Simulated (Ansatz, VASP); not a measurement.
**ZnO: VASP beside Ansatz**

```
CELL_PARAMETERS angstrom
2.40936 0.00000 0.00000
0.00000 2.40936 0.00000
0.00000 0.00000 2.40936
ATOMIC_POSITIONS crystal
Zn 0.00000 0.00000 0.00000
O 0.50000 0.50000 0.50000
```

Change from the starting cell: volume scaled by 0.72, PAW files.

Alike in both runs: task single point; functional PBE; k mesh 15 × 15 × 15; occupations fermi-dirac, width 0.05 eV; no spin polarisation.

|  | VASP | Ansatz |
| --- | --- | --- |
| version | VASP 6.6.1 | Ansatz 0.2.0 |
| potentials or method | VASP PAW PBE potentials, release 64 (Zn, O) | PAW with Ansatz's default frozen-core files, scalar-relativistic |
| plane-wave cutoff (eV) | 520 | 420 |
| valence electrons in the cell | 18 | 18 |

|  | VASP | Ansatz | Ansatz less VASP |
| --- | --- | --- | --- |
| pressure (GPa) | 114.5 | 110.8 | -3.72 |

Both programs put the cell under a high pressure, so it lies far from rest at this level. The functional is the same, so the differences come from potentials, cutoffs and numerics.

Noted on VASP's run: the cell as given lies far from equilibrium.
